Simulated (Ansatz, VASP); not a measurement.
**Two plane-wave programs on HRh3**

The input POSCAR:

```
HRh3
1.0
    5.0565097600      0.0000000000      0.0000000000
   -2.5282543800      4.3790693200      0.0000000000
    0.0000000000      0.0000000000      4.0389516500
Rh H
6 2
Direct
    0.8330000000      0.6660000000      0.2500000000
    0.1670000000      0.8330000000      0.7500000000
    0.3340000000      0.1670000000      0.2500000000
    0.1670000000      0.3340000000      0.7500000000
    0.8330000000      0.1670000000      0.2500000000
    0.6660000000      0.8330000000      0.7500000000
    0.3333000000      0.6667000000      0.2500000000
    0.6666000000      0.3333000000      0.7500000000
```

File INCAR.step1:

```
SYSTEM = HRh3
PREC     = Accurate       ! precision mode
ENCUT    = 520            ! plane-wave cutoff, eV
ISMEAR   = 0              ! smearing method
SIGMA    = 0.199          ! smearing width, eV
LREAL    = .FALSE.        ! projectors in reciprocal space
LASPH    = .TRUE.         ! aspherical terms in the spheres
NELM     = 100            ! most SCF steps
NBANDS   = 56             ! bands
GGA      = PE             ! functional
ALGO     = Normal         ! electronic algorithm
EDIFF    = 1E-4           ! SCF threshold, eV
LWAVE    = .TRUE.         ! write WAVECAR
LCHARG   = .FALSE.        ! write CHGCAR
```

INCAR.step2

```
SYSTEM = HRh3
PREC     = Accurate       ! precision mode
ENCUT    = 520            ! plane-wave cutoff, eV
EDIFF    = 1E-6           ! SCF threshold, eV
ISMEAR   = 0              ! smearing method
SIGMA    = 0.199          ! smearing width, eV
LREAL    = .FALSE.        ! projectors in reciprocal space
LASPH    = .TRUE.         ! aspherical terms in the spheres
NELM     = 100            ! most SCF steps
ALGO     = Normal         ! electronic algorithm
ISIF     = 2              ! what is computed and relaxed
LWAVE    = .FALSE.        ! write WAVECAR
LCHARG   = .TRUE.         ! write CHGCAR
METAGGA  = R2SCAN         ! meta-GGA
LMIXTAU  = .TRUE.       
LELF     = .TRUE.         ! ELF
LVHAR    = .TRUE.       
NBANDS   = 56             ! bands
ISTART   = 1
```

File KPOINTS:

```
Automatic mesh
0
G
  4 4 5
  0 0 0
```

Input for Ansatz:

```yaml
crystal:
  lattice:
    - [5.05650976, 0.0, 0.0]
    - [-2.52825438, 4.37906932, 0.0]
    - [0.0, 0.0, 4.03895165]
  atoms:
    - { symbol: Rh, position: [0.833, 0.666, 0.25] }
    - { symbol: Rh, position: [0.167, 0.833, 0.75] }
    - { symbol: Rh, position: [0.334, 0.167, 0.25] }
    - { symbol: Rh, position: [0.167, 0.334, 0.75] }
    - { symbol: Rh, position: [0.833, 0.167, 0.25] }
    - { symbol: Rh, position: [0.666, 0.833, 0.75] }
    - { symbol: H, position: [0.3333, 0.6667, 0.25] }
    - { symbol: H, position: [0.6666, 0.3333, 0.75] }
  symmetry: { tolerance: 0.0003 }
kpoints:
  mp_grid: { grid: [4, 4, 5], shift: [0, 0, 0] }
magnetization:
  spin_polarized: false
scf:
  occupations: { method: gaussian, width: 0.199 }
hamiltonian:
  pseudopotentials: { kind: paw }
  xc: r2scan
basis:
  ecutwfc: 500
output:
  forces: true
  stress: true
  eigenvalues: true
  write_density: true
  write_potential: true
  elf: true
  volumetric_format: npy
```

Alike in both runs: task single point; functional r2SCAN; k mesh 4 × 4 × 5; occupations gaussian, width 0.199 eV; no spin polarisation.

|  | VASP | Ansatz |
| --- | --- | --- |
| version | VASP 6.6.1 | Ansatz 0.2.0 |
| potentials or method | VASP PAW PBE potentials, release 64 (Rh_pv, H), cutoff 520 eV | PAW plane waves |
| valence electrons in the cell | 92 | 104 |

VASP gave:

* gap on the k mesh at the Fermi level (eV): none
* pressure (GPa): 26.9
* traceless stress, the component that is largest in VASP (GPa): -0.47
* rms of the force components (eV/Å): 1.402

Q: What did Ansatz give for the same quantities?

A: gap on the k mesh at the Fermi level (eV): none; pressure (GPa): 25.3; traceless stress, the component that is largest in VASP (GPa): -0.45; rms of the force components (eV/Å): 1.372.

VASP's potentials were made for PBE, not for r2SCAN. Atom by atom the forces differ by 0.030 eV/Å (rms over components). A gap of «none» marks a metal or a gap that the smearing closes. The functional is the same, so the differences come from potentials, cutoffs and numerics. VASP's potentials hold 92 valence electrons a cell and Ansatz's 104, so a difference there can come from the potentials and not from the codes. Ansatz's warnings: structure snapped to symmetry.
